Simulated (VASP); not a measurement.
The system is Al5BP6.

```xyz
12
Lattice="0.0421 -0.0504 6.1923 6.7454 -0.0467 0.0443 -3.4131 5.8380 -0.0681" Properties=species:S:1:pos:R:3 pbc="T T T"
Al    1.2632    5.9797   -0.0775
Al    0.8945    1.6736   -0.1666
Al   -2.3131    3.7974    0.0572
Al    3.4118    1.8643    3.1857
Al    0.0508    3.7348    2.8905
B     0.0388    0.0497    3.0185
P     4.8083    0.0365    2.4978
P     0.8979    1.7378    2.3383
P    -2.4038    4.1144    2.3538
P    -0.0199   -0.1511    5.1710
P     3.4245    2.0101    5.4691
P     0.0836    3.8914    5.6084
```

* Program: VASP 6.6.1
* Task: relaxation of cell and atoms
* Functional: PBE
* Potentials or basis: VASP PAW PBE potentials, release 64 (Al, B, P)
* Cutoff: 600 eV
* k mesh: 2 × 3 × 3
* Occupations: gaussian, width 0.1 eV
* Spin: no spin polarisation

At the start: pressure -2.8 GPa; volume 20.24 Å³/atom.

How do energy, volume and symmetry change on relaxing?

Over 16 steps the energy falls by 165.5 meV/atom and the volume is 19.10 Å³/atom (-5.6 %); space group P31m (No. 157, to 0.05 Å).

Step by step:
```
step  energy change (eV)  largest force (eV/Å)  pressure (GPa)  volume (Å³)
   1              0.0000                3.1684           -2.79       242.83
   2             -1.4985                1.2455           -0.40       230.52
   3             -1.5008                1.2037           -0.60       231.01
   4             -1.8035                0.6870            0.83       226.83
   5             -1.8172                0.6245            1.30       225.75
   6             -1.9136                0.4496           -0.33       229.88
   7             -1.9167                0.4770           -0.65       230.76
   8             -1.9595                0.2597           -0.11       229.47
   9             -1.9632                0.2859            0.11       228.96
  10             -1.9799                0.1299            0.09       228.95
  11             -1.9807                0.1480            0.09       228.95
  12             -1.9845                0.0573           -0.09       229.40
  13             -1.9846                0.0605           -0.12       229.47
  14             -1.9856                0.0379            0.07       229.00
  15             -1.9856                0.0373            0.06       229.03
  16             -1.9859                0.0177           -0.01       229.21
```

Final structure:
```xyz
12
Lattice="0.0003 -0.0014 6.2008 6.5335 -0.0004 0.0005 -3.2680 5.6579 0.0019" Properties=species:S:1:pos:R:3 pbc="T T T"
Al    1.1783    5.6553    0.0033
Al    1.0393    1.8024    0.0034
Al    4.3083    3.8481    0.0029
Al    3.2666    1.8887    3.1063
Al    0.0025    3.7754    3.1052
B     0.0015    0.0006    3.0870
P     4.6268    0.0040    2.3932
P     0.9547    1.6536    2.3941
P    -2.3107    4.0059    2.3937
P     3.2641    5.6535    5.1187
P     3.2635    1.8818    5.4816
P    -0.0006    3.7677    5.4792
```

Caveat: the k points lie up to 0.51 Å⁻¹ apart in the final cell.
